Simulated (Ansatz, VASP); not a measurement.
## One calculation of AlV2C, two programs

File INCAR:

```
ALGO = Normal ; EDIFF = 1E-8
ENCUT = 520 ; GGA = PE
ISIF = 2 ; ISMEAR = -1
ISPIN = 2 ; LASPH = True
LCHARG = False ; LEFG = True
LMAXMIX = 4 ; LORBIT = 11
LREAL = False ; LWAVE = False
MAGMOM = 0 0 1.5 1.5 1.5 1.5 0 0 ; NBANDS = 47
NELM = 150 ; PREC = Accurate
SIGMA = 0.05
```

The input KPOINTS:

```
k-points
0
Gamma
  12 12 3
```

File POSCAR:

```
AlV2C
1.0
    2.8875990726      0.0000000000      0.0000000000
   -1.4437995363      2.5007341528      0.0000000000
    0.0000000000      0.0000000000     13.1048231100
Al V C
2 4 2
Direct
    0.3333333333      0.6666666667      0.2500000000
    0.6666666667      0.3333333333      0.7500000000
    0.3333333333      0.6666666667      0.5863842200
    0.6666666667      0.3333333333      0.4136157800
    0.6666666667      0.3333333333      0.0863842200
    0.3333333333      0.6666666667      0.9136157800
    0.0000000000      0.0000000000      0.0000000000
    0.0000000000      0.0000000000      0.5000000000
```

Input for Ansatz:

```yaml
crystal:
  lattice:
    - [2.8875990726, 0.0, 0.0]
    - [-1.4437995363, 2.5007341528, 0.0]
    - [0.0, 0.0, 13.10482311]
  atoms:
    - { symbol: Al, position: [0.3333333333, 0.6666666667, 0.25] }
    - { symbol: Al, position: [0.6666666667, 0.3333333333, 0.75] }
    - { symbol: V, position: [0.3333333333, 0.6666666667, 0.58638422], spin: 1.5 }
    - { symbol: V, position: [0.6666666667, 0.3333333333, 0.41361578], spin: 1.5 }
    - { symbol: V, position: [0.6666666667, 0.3333333333, 0.08638422], spin: 1.5 }
    - { symbol: V, position: [0.3333333333, 0.6666666667, 0.91361578], spin: 1.5 }
    - { symbol: C, position: [0.0, 0.0, 0.0] }
    - { symbol: C, position: [0.0, 0.0, 0.5] }
magnetization:
  spin_polarized: true
kpoints:
  mp_grid: { grid: [12, 12, 3] }
scf:
  occupations: { method: fermi_dirac, width: 0.05 }
hamiltonian:
  xc: pbe
  pseudopotentials: { kind: paw }
output:
  forces: true
  stress: true
  populations: true
  efg:
    quadrupole_moments_barn: { Al: 0.1466, V: -0.052 }
    contact_densities: true
  write_density: true
  write_potential: true
  elf: true
  volumetric_format: npy
```

Alike in both runs: task electric field gradients; functional PBE; k mesh 12 × 12 × 3; occupations fermi-dirac, width 0.05 eV; collinear spin.

|  | VASP | Ansatz |
| --- | --- | --- |
| version | VASP 6.6.1 | Ansatz 0.2.0 |
| potentials or method | VASP PAW PBE potentials, release 64 (Al, V_sv, C) | plane-wave PAW, scalar-relativistic |
| plane-wave cutoff (eV) | 520 | 420 |
| valence electrons in the cell | 66 | 66 |

|  | VASP | Ansatz | Ansatz less VASP |
| --- | --- | --- | --- |
| pressure (GPa) | 2.3 | 1.9 | -0.35 |
| traceless stress, the component that is largest in VASP (GPa) | -0.60 | -0.58 | +0.022 |
| rms of the force components (eV/Å) | 0.053 | 0.072 | +0.0192 |
| net moment per atom (μB) | 0.00 | 0.00 | 0.000 |
| size of Vzz on the site where it differs most (V/Å²) | 35.5 | 35.9 | +0.32 |

Atom by atom the forces differ by 0.019 eV/Å (rms over components). The functional is the same, so the differences come from potentials, cutoffs and numerics. Ansatz's warnings: seeded moment not kept.
